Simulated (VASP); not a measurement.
The system is Pt.

```
Pt
1.0
     0.00000    1.96090    1.96090
     1.96090    0.00000    1.96090
     1.96090    1.96090    0.00000
Pt
1
Cartesian
  0.0000 0.0000 0.0000
```

* Program: VASP 6.6.1
* Task: relaxation of cell and atoms
* Functional: PBE
* Potentials or basis: VASP PAW PBE potentials, release 64 (Pt)
* Cutoff: 600 eV
* k mesh: 13 × 13 × 13
* Occupations: fermi-dirac, width 0.1 eV
* Spin: no spin polarisation

At the start: pressure 10.0 GPa; volume 15.08 Å³/atom.

Question: How do energy, volume and symmetry change on relaxing?

Answer: Over 3 steps the energy falls by 16.7 meV/atom and the volume is 15.66 Å³/atom (+3.9 %); space group Fm-3m (No. 225, to 0.05 Å).

The path:
```
step  energy change (eV)  largest force (eV/Å)  pressure (GPa)  volume (Å³)
   1              0.0000                0.0000            9.98        15.08
   2              0.0840                0.0000          -18.29        17.22
   3             -0.0167                0.0000           -0.33        15.66
```

Final structure:
```xyz
1
Lattice="0.0000 1.9858 1.9858 1.9858 0.0000 1.9858 1.9858 1.9858 0.0000" Properties=species:S:1:pos:R:3 pbc="T T T"
Pt    0.0000    0.0000    0.0000
```
